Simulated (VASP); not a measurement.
# BaF2 in VASP: notebook

BaF2 is run at these levels: r2SCAN, HSE06; tasks: single point.

All numbers are computed with VASP 6.6.1; they aren't measurements. Logs are shortened: lines on timing, memory, paths and dates and some standing lists are left out, and cuts for length are marked.

## 1. The cell of the first run

The structure is orthorhombic, space group Immm (No. 71). The conventional cell has a = 4.358 Å, b = 4.402 Å, c = 6.194 Å, α = 90.00°, β = 90.00°, γ = 90.00°. Within 3.5 Å of Ba (site symmetry mmm) lie 8 F at 2.68 to 2.69 Å. F (site symmetry mm2) has 4 Ba at 2.68 to 2.69 Å and 6 F at 3.08 to 3.11 Å within 3.5 Å.

## 2. Single point, r2SCAN (shear xy strain -1.0%)

Contents of POSCAR:

```
BaF2
1.0
   -0.0154858189      3.0971637718      3.0971637718
    3.0971637718     -0.0154858189      3.0971637718
    3.0816779530      3.0816779530      0.0000000000
Ba F
1 2
Direct
    0.0000000000      0.0000000000      0.0000000000
    0.2510781522      0.2510781522      0.2489218478
    0.7489218478      0.7489218478      0.7510781522
```

Contents of INCAR.step1:

```
SYSTEM = BaF2
PREC     = Accurate       ! precision mode
ENCUT    = 660            ! plane-wave cutoff, eV
ISMEAR   = 0              ! smearing method
SIGMA    = 0.01           ! smearing width, eV
LREAL    = .FALSE.        ! projectors in reciprocal space
LASPH    = .TRUE.         ! aspherical terms in the spheres
NELM     = 120            ! most SCF steps
NBANDS   = 19             ! bands
GGA      = PE             ! functional
ALGO     = Normal         ! electronic algorithm
EDIFF    = 1E-5           ! SCF threshold, eV
LWAVE    = .TRUE.         ! write WAVECAR
LCHARG   = .FALSE.        ! write CHGCAR
GGA_COMPAT= .FALSE.
```

Contents of INCAR.step2:

```
SYSTEM = BaF2
PREC     = Accurate       ! precision mode
ENCUT    = 660            ! plane-wave cutoff, eV
EDIFF    = 1E-6           ! SCF threshold, eV
ISMEAR   = 0              ! smearing method
SIGMA    = 0.01           ! smearing width, eV
LREAL    = .FALSE.        ! projectors in reciprocal space
LASPH    = .TRUE.         ! aspherical terms in the spheres
NELM     = 120            ! most SCF steps
ALGO     = Normal         ! electronic algorithm
ISIF     = 2              ! what is computed and relaxed
LWAVE    = .FALSE.        ! write WAVECAR
LCHARG   = .FALSE.        ! write CHGCAR
METAGGA  = R2SCAN         ! meta-GGA
LMIXTAU  = .TRUE.       
NBANDS   = 19             ! bands
ISTART   = 1            
GGA_COMPAT= .FALSE.
```

Contents of KPOINTS:

```
Automatic mesh
0
G
  8 8 8
  0 0 0
```

Potentials or basis: VASP PAW PBE potentials, release 64 (Ba_sv, F).

On the command line:

```
> cat potpaw_PBE.64/Ba_sv/POTCAR potpaw_PBE.64/F/POTCAR > POTCAR
> cp INCAR.step1 INCAR
> mpirun -np 1 vasp_std > vasp.out
> cp INCAR.step2 INCAR
> mpirun -np 1 vasp_std > vasp.out
```

OUTCAR:

```text
SYSTEM = BaF2
   PREC = Accurate
   ENCUT = 660
   EDIFF = 1E-6
   ISMEAR = 0
   LREAL = .FALSE.
   LASPH = .TRUE.
   NELM = 120
   ISIF = 2
   METAGGA = R2SCAN
   ISTART = 1

 ion  position               nearest neighbor table
   1  0.000  0.000  0.000-   2 2.68   3 2.68   3 2.68   2 2.68   3 2.69   3 2.69   2 2.69   2 2.69

   2  0.251  0.251  0.249-   1 2.68   1 2.68   1 2.69   1 2.69
   3  0.749  0.749  0.751-   1 2.68   1 2.68   1 2.69   1 2.69

  LATTYP: Found a body centered orthorhombic cell.
 ALAT       =     4.3581507560
 B/A-ratio  =     1.0100502513
 C/A-ratio  =     1.4213201632

  Lattice vectors:

 A1 = (   0.0154858189,  -3.0971637718,  -3.0971637718)
 A2 = (  -0.0154858188,   3.0971637719,  -3.0971637718)
 A3 = (   3.0971637718,  -0.0154858189,   3.0971637718)

Analysis of symmetry for initial positions (statically):
=====================================================================
 Subroutine PRICEL returns:
 Original cell was already a primitive cell.

 Routine SETGRP: Setting up the symmetry group for a
 body centered orthorhombic supercell.

 Subroutine GETGRP returns: Found  8 space group operations
 (whereof  8 operations were pure point group operations)
 out of a pool of  8 trial point group operations.

The static configuration has the point symmetry D_2h.

Analysis of symmetry for dynamics (positions and initial velocities):
=====================================================================
 Subroutine PRICEL returns:
 Original cell was already a primitive cell.

 Routine SETGRP: Setting up the symmetry group for a
 body centered orthorhombic supercell.

 Subroutine GETGRP returns: Found  8 space group operations
 (whereof  8 operations were pure point group operations)
 out of a pool of  8 trial point group operations.

The dynamic configuration has the point symmetry D_2h.

 Subroutine INISYM returns: Found  8 space group operations
 (whereof  8 operations are pure point group operations),
 and found     1 'primitive' translations

----------------------------------------------------------------------------------------

                                     Primitive cell

  volume of cell :      59.4171

  direct lattice vectors                    reciprocal lattice vectors
    -0.015485819  3.097163772  3.097163772    -0.160634850  0.160634850  0.161438024
     3.097163772 -0.015485819  3.097163772     0.160634850 -0.160634850  0.161438024
     3.081677953  3.081677953  0.000000000     0.162249271  0.162249271 -0.161438024

  length of vectors
     4.380078386  4.380078386  4.358150756     0.278692206  0.278692206  0.280556389

  position of ions in fractional coordinates (direct lattice)
     0.000000000  0.000000000  0.000000000
     0.251078152  0.251078152  0.248921848
     0.748921848  0.748921848  0.751078152

  ion indices of the primitive-cell ions
   primitive index   ion index
                 1           1
                 2           2
                 3           3

----------------------------------------------------------------------------------------

 KPOINTS: Automatic mesh

Automatic generation of k-mesh.
 Grid dimensions read from file:
 generate k-points for:    8    8    8

 Generating k-lattice:

  Cartesian coordinates                     Fractional coordinates (reciprocal lattice)
    -0.020079356  0.020079356  0.020179753     0.125000000  0.000000000  0.000000000
     0.020079356 -0.020079356  0.020179753     0.000000000  0.125000000  0.000000000
     0.020281159  0.020281159 -0.020179753     0.000000000  0.000000000  0.125000000

  Length of vectors
     0.034836526  0.034836526  0.035069549

  Shift w.r.t. Gamma in fractional coordinates (k-lattice)
     0.000000000  0.000000000  0.000000000

 Subroutine IBZKPT returns following result:
 ===========================================

 Found     95 irreducible k-points:

 Following reciprocal coordinates:
            Coordinates               Weight
  0.000000  0.000000  0.000000      1.000000
  0.125000  0.000000  0.000000      4.000000
  0.250000  0.000000  0.000000      4.000000
  0.375000  0.000000  0.000000      4.000000
  0.500000  0.000000  0.000000      2.000000
  0.125000  0.125000  0.000000      2.000000
[... 16 lines left out ...]
  0.125000  0.000000  0.125000      4.000000
  0.250000  0.000000  0.125000      8.000000
 [... further k-points ...]
   k-points           NKPTS =     95   k-points in BZ     NKDIM =     95   number of bands    NBANDS=     19
   number of dos      NEDOS =    301   number of ions     NIONS =      3
   total plane-waves  NPLWV =  64000
   dimension x,y,z NGX =    40 NGY =   40 NGZ =   40
   dimension x,y,z NGXF=    80 NGYF=   80 NGZF=   80
   ions per type =               1   2
   NGX,Y,Z   is equivalent  to a cutoff of  15.18, 15.18, 15.26 a.u.
   NGXF,Y,Z  is equivalent  to a cutoff of  30.36, 30.36, 30.52 a.u.
 SYSTEM =  BaF2
   PREC   = accura    normal or accurate (medium, high low for compatibility)
   ISTART =      1    job   : 0-new  1-cont  2-samecut
   ICHARG =      0    charge: 1-file 2-atom 10-const
   ISPIN  =      1    spin polarized calculation?
   LNONCOLLINEAR =      F non collinear calculations
   LSORBIT =      F    spin-orbit coupling
   LASPH  =      T    aspherical Exc in radial PAW
   ENCUT  =  660.0 eV  48.51 Ry    6.96 a.u.   9.18  9.18  9.13*2*pi/ulx,y,z
   NELM   =    120;   NELMIN=  2; NELMDL=  0     # of ELM steps
   EDIFF  = 0.1E-05   stopping-criterion for ELM
   LREAL  =      F    real-space projection
   EDIFFG = 0.1E-04   stopping-criterion for IOM
   NSW    =      0    number of steps for IOM
   IBRION =     -1    ionic relax: 0-MD 1-quasi-New 2-CG
   NFREE  =      0    steps in history (QN), initial steepest desc. (CG)
   ISIF   =      2    stress and relaxation
   ISYM   =      2    0-nonsym 1-usesym 2-fastsym
   POTIM  = 0.5000    time-step for ionic-motion
   TEBEG  =    0.0;   TEEND  =   0.0 temperature during run
   PSTRESS=    0.0 pullay stress
   NELECT =      24.0000    total number of electrons
   NUPDOWN=      -1.0000    fix difference up-down
   EMIN   =  10.00;   EMAX   =-10.00  energy-range for DOS
   EFERMI =   0.00;   METHOD = LEGACY
   ISMEAR =     0;   SIGMA  =   0.01  broadening in eV -4-tet -1-fermi 0-gaus
   EFERMI_NEDOS =   21; number of points for ismear=-14 and -15
   IALGO  =     38    algorithm
   IMIX   =      4    mixing-type and parameters
     AMIX     =   0.40;   BMIX     =  1.00
     AMIX_MAG =   1.60;   BMIX_MAG =  1.00
  volume/ion in A,a.u.               =      19.81       133.66
  Fermi-wavevector in a.u.,A,eV,Ry     =   1.210156  2.286863 19.925427  1.464478
  Thomas-Fermi vector in A             =   2.345711
   LORBIT       =      0    0 simple, 1 ext, 2 COOP (PROOUT), +10 PAW based schemes
   METAGGA = R2SCAN    functional components
   LHFCALC =     F    Hartree Fock is set to
   AEXX    =    0.0000 exact exchange contribution
   IVDW    =     0    specifies the selected vdW correction
   LEPSILON=     F    determine dielectric tensor
   LRPA    =     F    only Hartree local field effects (RPA)
 non-spin polarized calculation
 Gauss-broadening in eV      SIGMA  =   0.01
  energy-cutoff  :      660.00
  volume of cell :       59.42
 maximum number of plane-waves:      2301
 NGX is ok and might be reduce to    40
   NGX = 19   NGY = 19   NGZ = 19

 number of electron      24.0000001 magnetization

 Free energy of the ion-electron system (eV)
  ---------------------------------------------------
  ext. energy  EPLUGINS =         0.00000000
  ---------------------------------------------------
  free energy    TOTEN  =       -45.06691722 eV

  energy without entropy =      -45.06691722  energy(sigma->0) =      -45.06691722

 E-fermi :  -2.4301     XC(G=0):  -9.2560

 val. band max:       -2.5788606573   @ k =   0.2500   0.2500   0.5000
 cond. band min:       4.7622866122   @ k =   0.0000   0.0000   0.0000
 fundamental gap:      7.3411472695
 Fermi energy:        -2.4301329520

 k-point     1 :       0.0000    0.0000    0.0000
  band No.  band energies     occupation
      1     -26.2168      2.00000
      2     -22.6740      2.00000
      3     -22.5348      2.00000
      4     -10.5593      2.00000
      5     -10.5577      2.00000
      6     -10.5562      2.00000
[... 11 lines left out ...]
     18       9.7459      0.00000
     19      13.5216      0.00000

 k-point     2 :       0.1250    0.0000    0.0000
  band No.  band energies     occupation
      1     -26.1814      2.00000
      2     -22.6887      2.00000
      3     -22.5773      2.00000
      4     -10.5872      2.00000
      5     -10.5824      2.00000
      6     -10.5811      2.00000
[... 11 lines left out ...]
     18       9.7595      0.00000
     19      12.8626      0.00000

 k-point     3 :       0.2500    0.0000    0.0000
  band No.  band energies     occupation
      1     -26.0917      2.00000
      2     -22.7471      2.00000
      3     -22.6614      2.00000
      4     -10.6487      2.00000
      5     -10.6396      2.00000
      6     -10.6394      2.00000
[... 11 lines left out ...]
     18       9.8087      0.00000
     19      11.8989      0.00000

 k-point     4 :       0.3750    0.0000    0.0000
  band No.  band energies     occupation
      1     -25.9952      2.00000
      2     -22.8538      2.00000
      3     -22.7042      2.00000
      4     -10.7019      2.00000
      5     -10.6960      2.00000
      6     -10.6942      2.00000
[... 11 lines left out ...]
     18       9.8864      0.00000
     19      11.8652      0.00000

 k-point     5 :       0.5000    0.0000    0.0000
  band No.  band energies     occupation
      1     -25.9529      2.00000
      2     -22.9057      2.00000
      3     -22.7167      2.00000
      4     -10.7218      2.00000
      5     -10.7188      2.00000
      6     -10.7164      2.00000
[... 11 lines left out ...]
     18       9.9298      0.00000
     19      12.3200      0.00000
[... 334 lines left out ...]
      2     -22.9755      2.00000
      3     -22.7935      2.00000
      4     -10.9672      2.00000
      5     -10.9537      2.00000
      6     -10.3977      2.00000
[... 11 lines left out ...]
     18      11.2000      0.00000
     19      13.2297      0.00000

 k-point    22 :      -0.0000   -0.0000    0.1250
  band No.  band energies     occupation
      1     -26.1805      2.00000
      2     -22.6881      2.00000
      3     -22.5787      2.00000
      4     -10.5881      2.00000
      5     -10.5845      2.00000
      6     -10.5831      2.00000
[... 11 lines left out ...]
     18       9.7368      0.00000
     19      12.9662      0.00000

 k-point    23 :       0.1250    0.0000    0.1250
  band No.  band energies     occupation
      1     -26.1688      2.00000
      2     -22.6918      2.00000
      3     -22.5939      2.00000
      4     -10.6212      2.00000
      5     -10.6211      2.00000
      6     -10.5371      2.00000
[... 11 lines left out ...]
     18       9.7708      0.00000
     19      13.5391      0.00000

 k-point    24 :       0.2500    0.0000    0.1250
  band No.  band energies     occupation
      1     -26.0970      2.00000
      2     -22.7261      2.00000
      3     -22.6738      2.00000
      4     -10.6878      2.00000
      5     -10.6869      2.00000
      6     -10.5462      2.00000
[... 11 lines left out ...]
     18       9.8512      0.00000
     19      12.5284      0.00000

 [... further k-points ...]
[... 5 lines left out ...]
  --------------------------------------------------------------------------------------
  -------------------------------------------------------------------------------------
  Total        0.3376417      0.3376417      0.3377809      0.1054355     -0.0000000     -0.0000000
  in kB        9.1044758      9.1044758      9.1082300      2.8430592     -0.0000000     -0.0000000
  external PRESSURE =       9.1057272 kB  Pullay stress =       0.0000000 kB

 VOLUME and BASIS-vectors are now :
 -----------------------------------------------------------------------------
  energy-cutoff  :      660.00
  volume of cell :       59.42
      direct lattice vectors                 reciprocal lattice vectors
    -0.015485819  3.097163772  3.097163772    -0.160634850  0.160634850  0.161438024
     3.097163772 -0.015485819  3.097163772     0.160634850 -0.160634850  0.161438024
     3.081677953  3.081677953  0.000000000     0.162249271  0.162249271 -0.161438024

 POSITION                                       TOTAL-FORCE (eV/Angst)
 -----------------------------------------------------------------------------------
      0.00000      0.00000      0.00000         0.000000      0.000000      0.000000
      1.54084      1.54084      1.55526        -0.000000     -0.000000      0.004809
      4.62252      4.62252      4.63907         0.000000      0.000000     -0.004809
 -----------------------------------------------------------------------------------
    total drift:                               -0.000000     -0.000000      0.000000

  FREE ENERGIE OF THE ION-ELECTRON SYSTEM (eV)
  ---------------------------------------------------
  free  energy   TOTEN  =       -45.0669172194 eV

  energy  without entropy=      -45.0669172194  energy(sigma->0) =      -45.06691722
```

It took 12 min on 1 thread of Intel Xeon Platinum 8259CL at 2.50GHz (Skylake/Cascade Lake), shared host; peak memory 0.36 GiB.

What came out:

- Free energy: -45.0669 eV
- Pressure: 0.9 GPa
- Largest force: 0.005 eV/Å
- Band gap on the k mesh: 7.34 eV (least direct gap 7.43 eV)

Forces on the atoms (eV/Å):
```
Ba   0.000  0.000  0.000
F    0.000  0.000  0.005
F    0.000  0.000 -0.005
```

Caveat: the cell differs from its parent crystal (shear xy strain -1.0%); the PAW data sets were made with another functional, which shifts forces and pressure a little; spin-orbit coupling is left out, which moves the levels of the heavy elements. A k mesh can miss the band edges.

## 3. Single point, HSE06 (epitaxial xy strain +0.5%)

Contents of POSCAR:

```
BaF2
1.0
    0.0000000000      3.1126495907      3.0829897901
    3.1126495907      0.0000000000      3.0829897901
    3.1126495907      3.1126495907      0.0000000000
Ba F
1 2
Direct
    0.0000000000      0.0000000000      0.0000000000
    0.2500000000      0.2500000000      0.2500000000
    0.7500000000      0.7500000000      0.7500000000
```

Contents of INCAR.step1:

```
  PREC = Accurate
  ENCUT = 520
  EDIFF = 1E-5
  ISMEAR = 0
  SIGMA = 0.01
  LREAL = False
  LASPH = True
  NELM = 120
  ALGO = Normal
  ISIF = 2
  LWAVE = True
  LCHARG = False
  GGA = PE
  NBANDS = 19
  GGA_COMPAT = False
  KPAR = 4
```

Contents of INCAR.step2:

```
  PREC = Accurate
  ENCUT = 520
  EDIFF = 1E-6
  ISMEAR = 0
  SIGMA = 0.01
  LREAL = False
  LASPH = True
  NELM = 120
  ALGO = Normal
  ISIF = 2
  LWAVE = False
  LCHARG = False
  GGA = PE
  LHFCALC = True
  HFSCREEN = 0.2079
  PRECFOCK = Normal
  ISTART = 1
  NBANDS = 19
  GGA_COMPAT = False
  KPAR = 4
```

Contents of KPOINTS:

```
regular mesh
0
Gamma
  6 6 6
```

Potentials or basis: VASP PAW PBE potentials, release 64 (Ba_sv, F).

On the command line:

```
> cat potpaw_PBE.64/Ba_sv/POTCAR potpaw_PBE.64/F/POTCAR > POTCAR
> cp INCAR.step1 INCAR
> mpirun -np 4 vasp_std > vasp.out
> cp INCAR.step2 INCAR
> mpirun -np 4 vasp_std > vasp.out
```

It took 80 min on 4 MPI ranks of AMD EPYC 7R43 (Zen 3), shared host; peak memory 0.32 GiB.

The run converged. Its results:

| Property | Result |
| --- | --- |
| Free energy | -20.3769 eV |
| Pressure | 1.0 GPa |
| Band gap on the k mesh | 8.68 eV (least direct gap 8.75 eV) |

Stress tensor (GPa, compression positive):
```
0.89 0.00 0.00
0.00 0.89 0.00
0.00 0.00 1.37
```

Levels at points of the mesh, in eV from the valence-band top:
```tsv
k point	band 10	band 11	band 12	band 13	band 14	band 15
(0.00, 0.00, 0.00)	-0.09	-0.09	-0.07	8.68	11.24	11.34
(0.50, 0.00, 0.00)	-0.35	-0.17	-0.15	11.21	11.26	11.28
(0.50, 0.50, 0.00)	-0.29	-0.29	-0.14	9.17	11.17	12.85
(0.50, 0.00, 0.50)	-0.32	-0.30	-0.17	9.16	11.09	12.85
```

Caveat: the cell differs from its parent crystal (epitaxial xy strain +0.5%); the PAW data sets were made with another functional, which shifts forces and pressure a little; spin-orbit coupling is left out, which moves the levels of the heavy elements. A k mesh can miss the band edges.
